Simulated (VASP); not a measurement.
A run of VASP 6.6.1:

File INCAR:

```
SYSTEM = Rh
ALGO = Normal
EDIFF = 1E-6
ENCUT = 520
GGA = PE
ISIF = 2
ISMEAR = 0
LASPH = .True.
LCHARG = .False.
LREAL = .False.
LWAVE = .False.
NBANDS = 22
NELM = 60
PREC = Accurate
SIGMA = 0.15
```

KPOINTS

```
k-points
0
Gamma
  18 18 10
  0 0 0
```

File POSCAR:

```
Rh
1.0
    2.5886000000      0.0000000000      0.0000000000
   -1.2943000000      2.2417933602      0.0000000000
    0.0000000000      0.0000000000      4.1045000000
Rh
2
Direct
    0.6666666667      0.3333333333      0.7500000000
    0.3333333333      0.6666666667      0.2500000000
```

Potentials or basis: VASP PAW PBE potentials, release 64 (Rh_pv).

Run with:

```bash
$ cat potpaw_PBE.64/Rh_pv/POTCAR > POTCAR
$ mpirun -np 1 vasp_std > vasp.out
```

Hardware: 1 thread of Intel(R) Xeon(R) Platinum 8488C (Sapphire Rapids), on a shared host.

Problem. How long does it take, and how much memory?

Solution. Wall time 59 s on 1 thread of Intel(R) Xeon(R) Platinum 8488C (Sapphire Rapids), with other jobs on the host, peak memory 0.2 GiB. Counts: scf iterations 11, k points 222.
